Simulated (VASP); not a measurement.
# CdHg3Se4 (P-43m) in VASP: notebook, part 2 of 2

VASP 6.6.1.

### 3 Relaxation of cell and atoms, PBE

This run uses another cell than the first one, of 30.66 Å³/atom.

Contents of INCAR:

```
PREC = Accurate
ENCUT = 600
EDIFF = 1E-7
ISMEAR = 0
SIGMA = 0.1
LREAL = False
LASPH = True
NELM = 80
ALGO = Fast
ISIF = 3
LWAVE = False
LCHARG = False
GGA = PE
IBRION = 2
NSW = 100
EDIFFG = -0.01
```

Contents of KPOINTS:

```
Automatic mesh
0
Gamma
  6 6 6
```

Contents of POSCAR:

```
CdHg3Se4
1.0
    6.2596341169      0.0000000000      0.0000000000
    0.0000000000      6.2596341169      0.0000000000
    0.0000000000      0.0000000000      6.2596341169
Cd Hg Se
1 3 4
Direct
    0.0000000000      0.0000000000      0.0000000000
    0.5000000000      0.0000000000      0.5000000000
    0.5000000000      0.5000000000      0.0000000000
    0.0000000000      0.5000000000      0.5000000000
    0.7515614770      0.2484385230      0.2484385230
    0.7515614770      0.7515614770      0.7515614770
    0.2484385230      0.2484385230      0.7515614770
    0.2484385230      0.7515614770      0.2484385230
```

Potentials or basis: VASP PAW PBE potentials, release 64 (Cd, Hg, Se).

On the command line:

```console
cat potpaw_PBE.64/Cd/POTCAR potpaw_PBE.64/Hg/POTCAR potpaw_PBE.64/Se/POTCAR > POTCAR
mpirun -np 1 vasp_std > vasp.out
```

OUTCAR:

```text
PREC = Accurate
   ENCUT = 600
   EDIFF = 1E-7
   ISMEAR = 0
   LREAL = False
   LASPH = True
   NELM = 80
   ISIF = 3
   GGA = PE
   IBRION = 2
   NSW = 100
   EDIFFG = -0.01

 ion  position               nearest neighbor table
   1  0.000  0.000  0.000-   5 2.69   6 2.69   7 2.69   8 2.69
   2  0.500  0.000  0.500-   5 2.72   6 2.72   7 2.72   8 2.72
   3  0.500  0.500  0.000-   5 2.72   6 2.72   7 2.72   8 2.72
   4  0.000  0.500  0.500-   5 2.72   6 2.72   7 2.72   8 2.72
   5  0.752  0.248  0.248-   1 2.69   2 2.72   3 2.72   4 2.72
   6  0.752  0.752  0.752-   1 2.69   2 2.72   3 2.72   4 2.72
   7  0.248  0.248  0.752-   1 2.69   2 2.72   3 2.72   4 2.72
   8  0.248  0.752  0.248-   1 2.69   2 2.72   3 2.72   4 2.72

  LATTYP: Found a simple cubic cell.
 ALAT       =     6.2596341169

  Lattice vectors:

 A1 = (   6.2596341169,   0.0000000000,   0.0000000000)
 A2 = (   0.0000000000,   6.2596341169,   0.0000000000)
 A3 = (   0.0000000000,   0.0000000000,   6.2596341169)

Analysis of symmetry for initial positions (statically):
=====================================================================
 Subroutine PRICEL returns:
 Original cell was already a primitive cell.

 Routine SETGRP: Setting up the symmetry group for a
 simple cubic supercell.

 Subroutine GETGRP returns: Found 24 space group operations
 (whereof 24 operations were pure point group operations)
 out of a pool of 48 trial point group operations.

The static configuration has the point symmetry T_d .

Analysis of symmetry for dynamics (positions and initial velocities):
=====================================================================
 Subroutine PRICEL returns:
 Original cell was already a primitive cell.

 Routine SETGRP: Setting up the symmetry group for a
 simple cubic supercell.

 Subroutine GETGRP returns: Found 24 space group operations
 (whereof 24 operations were pure point group operations)
 out of a pool of 48 trial point group operations.

The dynamic configuration has the point symmetry T_d .

 Subroutine INISYM returns: Found 24 space group operations
 (whereof 24 operations are pure point group operations),
 and found     1 'primitive' translations

----------------------------------------------------------------------------------------

                                     Primitive cell

  volume of cell :     245.2714

  direct lattice vectors                    reciprocal lattice vectors
     6.259634117  0.000000000  0.000000000     0.159753746  0.000000000  0.000000000
     0.000000000  6.259634117  0.000000000     0.000000000  0.159753746  0.000000000
     0.000000000  0.000000000  6.259634117     0.000000000  0.000000000  0.159753746

  length of vectors
     6.259634117  6.259634117  6.259634117     0.159753746  0.159753746  0.159753746
[... 134 lines left out ...]
  ext. energy  EPLUGINS =         0.00000000
  ---------------------------------------------------
  free energy    TOTEN  =       -17.74330097 eV

  energy without entropy =      -17.74218170  energy(sigma->0) =      -17.74274134

------------------------ aborting loop because EDIFF is reached ----------------------------------------

  FORCE on cell =-STRESS in cart. coord.  units (eV):
  Direction    XX          YY          ZZ          XY          YZ          ZX
  --------------------------------------------------------------------------------------
  -------------------------------------------------------------------------------------
  Total       -0.1565317     -0.1565317     -0.1565317      0.0000000      0.0000000     -0.0000000
  in kB       -1.0225065     -1.0225065     -1.0225065      0.0000000      0.0000000     -0.0000000
  external PRESSURE =      -1.0225065 kB  Pullay stress =       0.0000000 kB

 VOLUME and BASIS-vectors are now :
 -----------------------------------------------------------------------------
  energy-cutoff  :      600.00
  volume of cell :      245.27
      direct lattice vectors                 reciprocal lattice vectors
     6.259634117  0.000000000  0.000000000     0.159753746  0.000000000  0.000000000
     0.000000000  6.259634117  0.000000000     0.000000000  0.159753746  0.000000000
     0.000000000  0.000000000  6.259634117     0.000000000  0.000000000  0.159753746

 POSITION                                       TOTAL-FORCE (eV/Angst)
 -----------------------------------------------------------------------------------
      0.00000      0.00000      0.00000        -0.000000      0.000000     -0.000000
      3.12982      0.00000      3.12982        -0.000000     -0.000000     -0.000000
      3.12982      3.12982      0.00000        -0.000000     -0.000000      0.000000
      0.00000      3.12982      3.12982        -0.000000     -0.000000     -0.000000
      4.70450      1.55513      1.55513        -0.004176      0.004176      0.004176
      4.70450      4.70450      4.70450        -0.004176     -0.004176     -0.004176
      1.55513      1.55513      4.70450         0.004176      0.004176     -0.004176
      1.55513      4.70450      1.55513         0.004176     -0.004176      0.004176
 -----------------------------------------------------------------------------------
    total drift:                                0.000000      0.000000     -0.000000

  FREE ENERGIE OF THE ION-ELECTRON SYSTEM (eV)
  ---------------------------------------------------
  free  energy   TOTEN  =       -17.7433009732 eV

  energy  without entropy=      -17.7421816993  energy(sigma->0) =      -17.74274134

--------------------------------------- Ionic step        2  -------------------------------------------

 number of electron      72.0000006 magnetization

 Free energy of the ion-electron system (eV)
  ---------------------------------------------------
  ext. energy  EPLUGINS =         0.00000000
  ---------------------------------------------------
  free energy    TOTEN  =       -17.74349261 eV

  energy without entropy =      -17.74237613  energy(sigma->0) =      -17.74293437

 E-fermi :   0.8652     XC(G=0):  -8.6238

 val. band max:        0.8098826868   @ k =   0.0000   0.0000   0.0000
 cond. band min:       1.4655825830   @ k =   0.1667   0.0000   0.0000
 fundamental gap:      0.6556998962
 Fermi energy:         0.8652430911

 k-point     1 :       0.0000    0.0000    0.0000
  band No.  band energies     occupation
      1     -11.9090      2.00000
      2     -11.4192      2.00000
      3     -11.4192      2.00000
      4     -11.4192      2.00000
      5      -7.0054      2.00000
      6      -7.0054      2.00000
[... 909 lines left out ...]
     42       7.0359      0.00000
     43       7.1186      0.00000

------------------------ aborting loop because EDIFF is reached ----------------------------------------

  FORCE on cell =-STRESS in cart. coord.  units (eV):
  Direction    XX          YY          ZZ          XY          YZ          ZX
  --------------------------------------------------------------------------------------
  -------------------------------------------------------------------------------------
  Total        0.0297714      0.0297714      0.0297714     -0.0000000     -0.0000000      0.0000000
  in kB        0.1950261      0.1950261      0.1950261     -0.0000000     -0.0000000      0.0000000
  external PRESSURE =       0.1950261 kB  Pullay stress =       0.0000000 kB

 VOLUME and BASIS-vectors are now :
 -----------------------------------------------------------------------------
  energy-cutoff  :      600.00
  volume of cell :      244.58
      direct lattice vectors                 reciprocal lattice vectors
     6.253725409 -0.000000000 -0.000000000     0.159904686 -0.000000000  0.000000000
     0.000000000  6.253725409 -0.000000000     0.000000000  0.159904686 -0.000000000
     0.000000000  0.000000000  6.253725409     0.000000000  0.000000000  0.159904686

 POSITION                                       TOTAL-FORCE (eV/Angst)
 -----------------------------------------------------------------------------------
      6.25373     -0.00000      6.25373         0.000000      0.000000      0.000000
      3.12686      6.25373      3.12686         0.000000      0.000000      0.000000
      3.12686      3.12686     -0.00000         0.000000      0.000000      0.000000
      6.25373      3.12686      3.12686         0.000000      0.000000      0.000000
      4.69986      1.55387      1.55387        -0.002698      0.002698      0.002698
      4.69986      4.69986      4.69986        -0.002698     -0.002698     -0.002698
      1.55387      1.55387      4.69986         0.002698      0.002698     -0.002698
      1.55387      4.69986      1.55387         0.002698     -0.002698      0.002698
 -----------------------------------------------------------------------------------
    total drift:                                0.000000      0.000000     -0.000000

  FREE ENERGIE OF THE ION-ELECTRON SYSTEM (eV)
  ---------------------------------------------------
  free  energy   TOTEN  =       -17.7434926055 eV

  energy  without entropy=      -17.7423761303  energy(sigma->0) =      -17.74293437

 reached required accuracy - stopping structural energy minimisation
```

Wall time 13 min (1 thread of Oxide Virtual Turin-like, shared host); peak memory 0.49 GiB.

Results:

```yaml
Free_energy: -17.7435 eV
Relaxed_volume: 30.57 Å³/atom
Relaxed_cell: a = 6.254 Å, b = 6.254 Å, c = 6.254 Å, α = 90.00°, β = 90.00°, γ = 90.00°
Space_group_after_relaxing_to_0.1_Å: P-43m (No. 215)
Energy_gained_by_relaxing: 0.0 meV/atom
Ionic_steps: 2
Pressure_after_relaxing: 0.0 GPa
Largest_force_after_relaxing: 0.005 eV/Å
Band_gap_on_the_k_mesh: zero (filled and empty bands touch)
```

Forces on the atoms (eV/Å):
```
Cd   0.000  0.000  0.000
Hg   0.000  0.000  0.000
Hg   0.000  0.000  0.000
Hg   0.000  0.000  0.000
Se  -0.003  0.003  0.003
Se  -0.003 -0.003 -0.003
Se   0.003  0.003 -0.003
Se   0.003 -0.003  0.003
```

The path:
| step | energy change (eV) | largest force (eV/Å) | pressure (GPa) | volume (Å³) |
| --- | --- | --- | --- | --- |
| 1 | 0.0000 | 0.0072 | -0.10 | 245.27 |
| 2 | -0.0002 | 0.0047 | 0.02 | 244.58 |

Final structure:
```
CELL_PARAMETERS angstrom
6.25373 0.00000 0.00000
0.00000 6.25373 0.00000
0.00000 0.00000 6.25373
ATOMIC_POSITIONS crystal
Cd 0.00000 0.00000 0.00000
Hg 0.50000 0.00000 0.50000
Hg 0.50000 0.50000 0.00000
Hg 0.00000 0.50000 0.50000
Se 0.75153 0.24847 0.24847
Se 0.75153 0.75153 0.75153
Se 0.24847 0.24847 0.75153
Se 0.24847 0.75153 0.24847
```

Caveat: semilocal functionals underestimate gaps, and a narrow one can read as zero; spin-orbit coupling is left out, which moves the levels of the heavy elements.

The gap in the log of VASP goes by the Fermi energy; the results here count the filled bands.